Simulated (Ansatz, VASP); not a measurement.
**Two plane-wave programs on Sn**

```
Sn
1.0
    -1.72654    1.77555    2.33834
     1.72654   -1.77555    2.33834
     1.72654    1.77555   -2.33834
Sn
1
Cartesian
  0.0000 0.0000 0.0000
```

Alike in both runs: task electric field gradients; functional PBEsol; k mesh 16 × 16 × 16; occupations fermi-dirac, width 0.03 eV; no spin polarisation.

|  | VASP | Ansatz |
| --- | --- | --- |
| version | VASP 6.6.1 | Ansatz 0.2.0 |
| potentials or method | VASP PAW PBE potentials, release 64 (Sn_d) | PAW with Ansatz's default frozen-core files, scalar-relativistic |
| plane-wave cutoff (eV) | 520 | 420 |
| valence electrons in the cell | 14 | 14 |

Ansatz gave:

* pressure (GPa): -3.6
* traceless stress, the component that is largest in VASP (GPa): 0.34
* size of Vzz on the site where it differs most (V/Å²): 12.5

**Question.** Which values does VASP return?

**Answer.** Pressure (GPa): -3.6; traceless stress, the component that is largest in VASP (GPa): 0.34; size of Vzz on the site where it differs most (V/Å²): 12.3.

VASP's potentials were made for PBE, not for PBEsol.
